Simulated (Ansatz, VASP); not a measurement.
## Rh in VASP and in Ansatz

The input INCAR:

```
SYSTEM = Rh
PREC = Accurate
ENCUT = 520
EDIFF = 1E-7
ISMEAR = -1
SIGMA = 0.05
LREAL = .FALSE.
LASPH = .TRUE.
NELM = 100
ALGO = Normal
ISIF = 2
LWAVE = .FALSE.
LCHARG = .FALSE.
NBANDS = 14
```

KPOINTS

```
Automatic mesh
0
G
  12 12 12
  0 0 0
```

The input POSCAR:

```
Rh
1.0
    0.0000000000      1.9350721950      1.9350721950
    1.9350721950      0.0000000000      1.9350721950
    1.9350721950      1.9350721950      0.0000000000
Rh
1
Direct
    0.0000000000      0.0000000000      0.0000000000
```

input.yaml

```yaml
crystal:
  lattice:
    - [0.0, 1.935072195, 1.935072195]
    - [1.935072195, 0.0, 1.935072195]
    - [1.935072195, 1.935072195, 0.0]
  atoms:
    - { symbol: Rh, position: [0.0, 0.0, 0.0] }
kpoints:
  mp_grid: { grid: [12, 12, 12] }
scf:
  occupations: { method: fermi_dirac, width: 0.05 }
hamiltonian:
  xc: lda
  pseudopotentials: { kind: all_electron, lapw: { basis_error: 0.001 } }
output:
  forces: true
  stress: true
  eigenvalues: true
```

Change from the starting cell: volume scaled by 1.06.

Alike in both runs: task single point; functional LDA; k mesh 12 × 12 × 12; occupations fermi-dirac, width 0.05 eV; no spin polarisation.

|  | VASP | Ansatz |
| --- | --- | --- |
| version | VASP 6.6.1 | Ansatz 0.2.0 |
| potentials or method | VASP PAW LDA potentials, release 64 (Rh_pv), cutoff 520 eV | all-electron LAPW, scalar-relativistic |

```tsv
	VASP	Ansatz	Ansatz less VASP
gap on the k mesh at the Fermi level (eV)	none	none	-
pressure (GPa)	-22.5	-23.2	-0.68
```

LDA's correlation is that of Perdew and Zunger in VASP and of Perdew and Wang (1992) in Ansatz. A gap of «none» marks a metal or a gap that the smearing closes. Ansatz ran all-electron here, and VASP with PAW potentials.
